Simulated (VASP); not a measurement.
# ZnO (P6_3mc) in VASP: further runs

ZnO is run at these levels: PBEsol; tasks: single point.

Everything below comes from runs of VASP 6.6.1. Logs are shortened: lines on timing, memory, paths and dates and some standing lists are left out, and cuts for length are marked.

**1. The cell of the first run**

It takes space group P6_3mc (No. 186, hexagonal). Conventional cell: a = 3.208 Å, b = 3.208 Å, c = 5.179 Å, α = 90.00°, β = 90.00°, γ = 120.00°. Within 2.6 Å of Zn (site symmetry 3m) lie 4 O at 1.96 Å. O (site symmetry 3m) has 4 Zn at 1.96 Å within 2.6 Å.

**2. Single point, PBEsol (volume scaled by 0.980)**

Input file INCAR:

```
SYSTEM = ZnO
  ALGO = Normal
  EDIFF = 1E-6
  ENCUT = 520
  GGA = PS
  ISIF = 2
  ISMEAR = 0
  LASPH = .TRUE.
  LCHARG = .FALSE.
  LREAL = .FALSE.
  LWAVE = .FALSE.
  NBANDS = 26
  NELM = 80
  PREC = Accurate
  SIGMA = 0.05
```

Input file KPOINTS:

```
k-points
0
G
  12 12 6
  0 0 0
```

Input file POSCAR:

```
ZnO
1.0
    3.2083484264      0.0000000000      0.0000000000
   -1.6041742132      2.7785112414      0.0000000000
    0.0000000000      0.0000000000      5.1793733088
Zn O
2 2
Direct
    0.3333333333      0.6666666667      0.0015876069
    0.6666666667      0.3333333333      0.5015876069
    0.3333333333      0.6666666667      0.3805123931
    0.6666666667      0.3333333333      0.8805123931
```

Potentials or basis: VASP PAW PBE potentials, release 64 (Zn, O).

Launch:

```
> cat potpaw_PBE.64/Zn/POTCAR potpaw_PBE.64/O/POTCAR > POTCAR
> mpirun -np 1 vasp_std > vasp.out
```

OUTCAR:

```text
SYSTEM = ZnO
   EDIFF = 1E-6
   ENCUT = 520
   GGA = PS
   ISIF = 2
   ISMEAR = 0
   LASPH = .TRUE.
   LREAL = .FALSE.
   NELM = 80
   PREC = Accurate

 ion  position               nearest neighbor table
   1  0.333  0.667  0.002-   4 1.96   4 1.96   4 1.96   3 1.96
   2  0.667  0.333  0.502-   3 1.96   3 1.96   3 1.96   4 1.96
   3  0.333  0.667  0.381-   2 1.96   2 1.96   2 1.96   1 1.96
   4  0.667  0.333  0.881-   1 1.96   1 1.96   1 1.96   2 1.96

  LATTYP: Found a hexagonal cell.
 ALAT       =     3.2083484264
 C/A-ratio  =     1.6143425278

  Lattice vectors:

 A1 = (   3.2083484264,   0.0000000000,   0.0000000000)
 A2 = (  -1.6041742132,   2.7785112414,   0.0000000000)
 A3 = (   0.0000000000,   0.0000000000,   5.1793733088)

Analysis of symmetry for initial positions (statically):
=====================================================================
 Subroutine PRICEL returns:
 Original cell was already a primitive cell.

 Routine SETGRP: Setting up the symmetry group for a
 hexagonal supercell.

 Subroutine GETGRP returns: Found 12 space group operations
 (whereof  6 operations were pure point group operations)
 out of a pool of 24 trial point group operations.

The static configuration has the point symmetry C_3v.
 The point group associated with its full space group is C_6v.

Analysis of symmetry for dynamics (positions and initial velocities):
=====================================================================
 Subroutine PRICEL returns:
 Original cell was already a primitive cell.

 Routine SETGRP: Setting up the symmetry group for a
 hexagonal supercell.

 Subroutine GETGRP returns: Found 12 space group operations
 (whereof  6 operations were pure point group operations)
 out of a pool of 24 trial point group operations.

The dynamic configuration has the point symmetry C_3v.
 The point group associated with its full space group is C_6v.

 Subroutine INISYM returns: Found 12 space group operations
 (whereof  6 operations are pure point group operations),
 and found     1 'primitive' translations

----------------------------------------------------------------------------------------

                                     Primitive cell

  volume of cell :      46.1712

  direct lattice vectors                    reciprocal lattice vectors
     3.208348426  0.000000000  0.000000000     0.311686845  0.179952484  0.000000000
    -1.604174213  2.778511241  0.000000000     0.000000000  0.359904968  0.000000000
     0.000000000  0.000000000  5.179373309     0.000000000  0.000000000  0.193073552

  length of vectors
     3.208348426  3.208348426  5.179373309     0.359904968  0.359904968  0.193073552

  position of ions in fractional coordinates (direct lattice)
     0.333333333  0.666666667  0.001587607
     0.666666667  0.333333333  0.501587607
     0.333333333  0.666666667  0.380512393
     0.666666667  0.333333333  0.880512393

  ion indices of the primitive-cell ions
   primitive index   ion index
                 1           1
                 2           2
                 3           3
                 4           4

----------------------------------------------------------------------------------------

 KPOINTS: k-points

Automatic generation of k-mesh.
 Grid dimensions read from file:
 generate k-points for:   12   12    6

 Generating k-lattice:

  Cartesian coordinates                     Fractional coordinates (reciprocal lattice)
     0.025973904  0.014996040  0.000000000     0.083333333 -0.000000000  0.000000000
     0.000000000  0.029992081  0.000000000     0.000000000  0.083333333  0.000000000
     0.000000000  0.000000000  0.032178925     0.000000000  0.000000000  0.166666667

  Length of vectors
     0.029992081  0.029992081  0.032178925

  Shift w.r.t. Gamma in fractional coordinates (k-lattice)
     0.000000000  0.000000000  0.000000000

 Subroutine IBZKPT returns following result:
 ===========================================

 Found     76 irreducible k-points:

 Following reciprocal coordinates:
            Coordinates               Weight
  0.000000  0.000000  0.000000      1.000000
  0.083333 -0.000000  0.000000      6.000000
  0.166667  0.000000  0.000000      6.000000
  0.250000 -0.000000  0.000000      6.000000
  0.333333  0.000000  0.000000      6.000000
  0.416667 -0.000000  0.000000      6.000000
[... 16 lines left out ...]
  0.250000 -0.000000  0.166667     12.000000
  0.333333  0.000000  0.166667     12.000000
 [... further k-points ...]
   k-points           NKPTS =     76   k-points in BZ     NKDIM =     76   number of bands    NBANDS=     26
   number of dos      NEDOS =    301   number of ions     NIONS =      4
   total plane-waves  NPLWV =  23040
   dimension x,y,z NGX =    24 NGY =   24 NGZ =   40
   dimension x,y,z NGXF=    48 NGYF=   48 NGZF=   80
   ions per type =               2   2
   NGX,Y,Z   is equivalent  to a cutoff of  12.44, 12.44, 12.84 a.u.
   NGXF,Y,Z  is equivalent  to a cutoff of  24.87, 24.87, 25.68 a.u.
 SYSTEM =  ZnO
   PREC   = accura    normal or accurate (medium, high low for compatibility)
   ISTART =      0    job   : 0-new  1-cont  2-samecut
   ICHARG =      2    charge: 1-file 2-atom 10-const
   ISPIN  =      1    spin polarized calculation?
   LNONCOLLINEAR =      F non collinear calculations
   LSORBIT =      F    spin-orbit coupling
   LASPH  =      T    aspherical Exc in radial PAW
   ENCUT  =  520.0 eV  38.22 Ry    6.18 a.u.   5.97  5.97  9.63*2*pi/ulx,y,z
   NELM   =     80;   NELMIN=  2; NELMDL= -5     # of ELM steps
   EDIFF  = 0.1E-05   stopping-criterion for ELM
   LREAL  =      F    real-space projection
   EDIFFG = 0.1E-04   stopping-criterion for IOM
   NSW    =      0    number of steps for IOM
   IBRION =     -1    ionic relax: 0-MD 1-quasi-New 2-CG
   NFREE  =      0    steps in history (QN), initial steepest desc. (CG)
   ISIF   =      2    stress and relaxation
   ISYM   =      2    0-nonsym 1-usesym 2-fastsym
   POTIM  = 0.5000    time-step for ionic-motion
   TEBEG  =    0.0;   TEEND  =   0.0 temperature during run
   PSTRESS=    0.0 pullay stress
   NELECT =      36.0000    total number of electrons
   NUPDOWN=      -1.0000    fix difference up-down
   EMIN   =  10.00;   EMAX   =-10.00  energy-range for DOS
   EFERMI =   0.00;   METHOD = LEGACY
   ISMEAR =     0;   SIGMA  =   0.05  broadening in eV -4-tet -1-fermi 0-gaus
   EFERMI_NEDOS =   21; number of points for ismear=-14 and -15
   IALGO  =     38    algorithm
   IMIX   =      4    mixing-type and parameters
     AMIX     =   0.40;   BMIX     =  1.00
     AMIX_MAG =   1.60;   BMIX_MAG =  1.00
  volume/ion in A,a.u.               =      11.54        77.89
  Fermi-wavevector in a.u.,A,eV,Ry     =   1.506788  2.847416 30.890787  2.270409
  Thomas-Fermi vector in A             =   2.617459
   LORBIT       =      0    0 simple, 1 ext, 2 COOP (PROOUT), +10 PAW based schemes
   GGA     = PS    functional components
   LHFCALC =     F    Hartree Fock is set to
   AEXX    =    0.0000 exact exchange contribution
   IVDW    =     0    specifies the selected vdW correction
   LEPSILON=     F    determine dielectric tensor
   LRPA    =     F    only Hartree local field effects (RPA)
 non-spin polarized calculation
 Gauss-broadening in eV      SIGMA  =   0.05
  energy-cutoff  :      520.00
  volume of cell :       46.17
 maximum number of plane-waves:      1272
 NGX is ok and might be reduce to    24
   NGX = 11   NGY = 11   NGZ = 19

 number of electron      36.0000004 magnetization

 Free energy of the ion-electron system (eV)
  ---------------------------------------------------
  ext. energy  EPLUGINS =         0.00000000
  ---------------------------------------------------
  free energy    TOTEN  =       -19.39462262 eV

  energy without entropy =      -19.39462262  energy(sigma->0) =      -19.39462262

 E-fermi :   1.6211     XC(G=0): -11.3506

 val. band max:        1.3366806819   @ k =   0.0000   0.0000   0.0000
 cond. band min:       2.0552065100   @ k =   0.0000   0.0000   0.0000
 fundamental gap:      0.7185258281
 Fermi energy:         1.6211312432

 k-point     1 :       0.0000    0.0000    0.0000
  band No.  band energies     occupation
      1     -16.9643      2.00000
      2     -16.1764      2.00000
      3      -4.6387      2.00000
      4      -4.5389      2.00000
      5      -4.5389      2.00000
      6      -4.4932      2.00000
[... 18 lines left out ...]
     25      15.5919      0.00000
     26      15.5919      0.00000

 k-point     2 :       0.0833   -0.0000    0.0000
  band No.  band energies     occupation
      1     -16.9223      2.00000
      2     -16.1574      2.00000
      3      -4.6090      2.00000
      4      -4.5602      2.00000
      5      -4.5153      2.00000
      6      -4.4659      2.00000
[... 18 lines left out ...]
     25      15.4915      0.00000
     26      15.6937      0.00000

 k-point     3 :       0.1667    0.0000    0.0000
  band No.  band energies     occupation
      1     -16.8043      2.00000
      2     -16.1069      2.00000
      3      -4.7245      2.00000
      4      -4.4531      2.00000
      5      -4.4416      2.00000
      6      -4.4088      2.00000
[... 18 lines left out ...]
     25      15.4334      0.00000
     26      15.7921      0.00000

 k-point     4 :       0.2500   -0.0000    0.0000
  band No.  band energies     occupation
      1     -16.6326      2.00000
      2     -16.0432      2.00000
      3      -4.8522      2.00000
      4      -4.4747      2.00000
      5      -4.3768      2.00000
      6      -4.2748      2.00000
[... 18 lines left out ...]
     25      14.7683      0.00000
     26      15.6272      0.00000

 k-point     5 :       0.3333    0.0000    0.0000
  band No.  band energies     occupation
      1     -16.4430      2.00000
      2     -15.9906      2.00000
      3      -4.9189      2.00000
      4      -4.5334      2.00000
      5      -4.3147      2.00000
      6      -4.1324      2.00000
[... 18 lines left out ...]
     25      14.7923      0.00000
     26      15.5369      0.00000

 k-point     6 :       0.4167   -0.0000    0.0000
  band No.  band energies     occupation
      1     -16.2822      2.00000
      2     -15.9697      2.00000
      3      -4.8920      2.00000
      4      -4.6134      2.00000
      5      -4.2800      2.00000
      6      -3.9918      2.00000
[... 427 lines left out ...]
 k-point    21 :       0.0833   -0.0000    0.1667
  band No.  band energies     occupation
      1     -16.8738      2.00000
      2     -16.2113      2.00000
      3      -4.6964      2.00000
      4      -4.6198      2.00000
      5      -4.5074      2.00000
      6      -4.4827      2.00000
[... 18 lines left out ...]
     25      14.8906      0.00000
     26      15.4659      0.00000

 k-point    22 :       0.1667    0.0000    0.1667
  band No.  band energies     occupation
      1     -16.7592      2.00000
      2     -16.1552      2.00000
      3      -4.7646      2.00000
      4      -4.6144      2.00000
      5      -4.4429      2.00000
      6      -4.4061      2.00000
[... 18 lines left out ...]
     25      14.5685      0.00000
     26      15.5642      0.00000

 k-point    23 :       0.2500   -0.0000    0.1667
  band No.  band energies     occupation
      1     -16.5935      2.00000
      2     -16.0828      2.00000
      3      -4.8880      2.00000
      4      -4.6127      2.00000
      5      -4.3620      2.00000
      6      -4.2939      2.00000
[... 18 lines left out ...]
     25      14.7673      0.00000
     26      15.4920      0.00000

 k-point    24 :       0.3333    0.0000    0.1667
  band No.  band energies     occupation
      1     -16.4117      2.00000
      2     -16.0196      2.00000
      3      -4.9564      2.00000
      4      -4.6551      2.00000
      5      -4.2935      2.00000
      6      -4.1583      2.00000
[... 18 lines left out ...]
     25      14.8128      0.00000
     26      15.4610      0.00000

 [... further k-points ...]
[... 5 lines left out ...]
  --------------------------------------------------------------------------------------
  -------------------------------------------------------------------------------------
  Total        1.1758485      1.1758485      1.1703454      0.0000000     -0.0000000     -0.0000000
  in kB       40.8029033     40.8029033     40.6119404      0.0000000     -0.0000000     -0.0000000
  external PRESSURE =      40.7392490 kB  Pullay stress =       0.0000000 kB

 VOLUME and BASIS-vectors are now :
 -----------------------------------------------------------------------------
  energy-cutoff  :      520.00
  volume of cell :       46.17
      direct lattice vectors                 reciprocal lattice vectors
     3.208348426  0.000000000  0.000000000     0.311686845  0.179952484  0.000000000
    -1.604174213  2.778511241  0.000000000     0.000000000  0.359904968  0.000000000
     0.000000000  0.000000000  5.179373309     0.000000000  0.000000000  0.193073552

 POSITION                                       TOTAL-FORCE (eV/Angst)
 -----------------------------------------------------------------------------------
     -0.00000      1.85234      0.00822         0.000000     -0.000000      0.002478
      1.60417      0.92617      2.59791        -0.000000      0.000000      0.002478
     -0.00000      1.85234      1.97082         0.000000     -0.000000     -0.002478
      1.60417      0.92617      4.56050         0.000000      0.000000     -0.002478
 -----------------------------------------------------------------------------------
    total drift:                                0.000000      0.000001      0.001506

  FREE ENERGIE OF THE ION-ELECTRON SYSTEM (eV)
  ---------------------------------------------------
  free  energy   TOTEN  =       -19.3946226163 eV

  energy  without entropy=      -19.3946226163  energy(sigma->0) =      -19.39462262
```

Wall time 68 s (1 thread of AMD EPYC 7R43 (Zen 3), shared host); peak memory 0.17 GiB.

Results:

| Quantity | Value |
| --- | --- |
| Free energy | -19.3946 eV |
| Pressure | 4.1 GPa |
| Band gap on the k mesh | 0.72 eV, direct |

Forces on the atoms (eV/Å):
```
Zn   0.000  0.000  0.002
Zn   0.000  0.000  0.002
O    0.000  0.000 -0.002
O    0.000  0.000 -0.002
```

Levels at points of the mesh, in eV from the valence-band top:
| k point | band 16 | band 17 | band 18 | band 19 | band 20 | band 21 |
| --- | --- | --- | --- | --- | --- | --- |
| (0.00, 0.00, 0.00) | -0.10 | 0.00 | 0.00 | 0.72 | 5.23 | 8.17 |
| (0.50, 0.00, 0.00) | -2.39 | -1.36 | -0.89 | 5.81 | 6.74 | 7.45 |
| (0.00, 0.00, 0.50) | -0.41 | -0.41 | -0.41 | 3.43 | 3.43 | 10.04 |
| (0.50, 0.00, 0.50) | -1.59 | -1.45 | -1.45 | 5.61 | 5.61 | 8.52 |

Caveat: the PAW data sets were made with another functional, which shifts forces and pressure a little.

[end of part 1 of 2]
